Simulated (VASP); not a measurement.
Wanted: the native input for a VASP 6.6.1 run.

* Task: relaxation of cell and atoms
* Functional: PBE
* Potentials or basis: VASP PAW PBE potentials, release 64 (Sn_d, H)
* Cutoff: 600 eV
* k mesh: 4 × 4 × 4
* Occupations: gaussian, width 0.1 eV
* Spin: no spin polarisation
* Dipole correction: no
* Further INCAR settings: ALGO = Fast; EDIFF = 1e-06; IBRION = 2; EDIFFG = -0.04; NSW = 90; ISIF = 3

The structure of Sn5H lies in POSCAR:

```
Sn5H
1.0
    0.0000000000      4.2364301100      4.2364301100
    4.2364301100      0.0000000000      4.2364301100
    4.2364301100      4.2364301100      0.0000000000
Sn H
5 1
Direct
    0.3719714300      0.8760095200      0.8760095200
    0.8760095200      0.8760095200      0.8760095200
    0.2500000000      0.2500000000      0.2500000000
    0.8760095200      0.8760095200      0.3719714300
    0.8760095200      0.3719714300      0.8760095200
    0.5000000000      0.5000000000      0.5000000000
```

The cell was generated, and may not be a known phase.

These files were run (other wordings do the same):

INCAR

```
SYSTEM = Sn5H
PREC = Accurate
ENCUT = 600
EDIFF = 1E-6
ISMEAR = 0
SIGMA = 0.1
LREAL = .FALSE.
LASPH = .TRUE.
NELM = 60
ALGO = Fast
ISIF = 3
LWAVE = .FALSE.
LCHARG = .FALSE.
GGA = PE
IBRION = 2
NSW = 90
EDIFFG = -0.04
```

KPOINTS

```
regular mesh
0
G
  4 4 4
  0 0 0
```

Potentials or basis: VASP PAW PBE potentials, release 64 (Sn_d, H).

Run with:

```sh
$ cat potpaw_PBE.64/Sn_d/POTCAR potpaw_PBE.64/H/POTCAR > POTCAR
$ mpirun -np 1 vasp_std > vasp.out
```

It gave:

The relaxed volume is 27.78 Å³/atom, the relaxed cell is a = 6.178 Å, b = 6.178 Å, c = 6.178 Å, α = 60.00°, β = 60.00°, γ = 60.00° and the space group after relaxing (to 0.1 Å) is F-43m (No. 216). The energy gained by relaxing is 35.6 meV/atom, the ionic steps are 3 and the pressure after relaxing is -0.1 GPa. The largest force after relaxing is 0.029 eV/Å and the band gap on the k mesh is zero (an odd number of electrons rules out a gap without spin polarisation).

Caveat: spin-orbit coupling is left out, which moves the levels of the heavy elements.

It took 6.3 min on 1 thread of Oxide Virtual Turin-like Processor (shared host), peak memory 0.32 GiB.
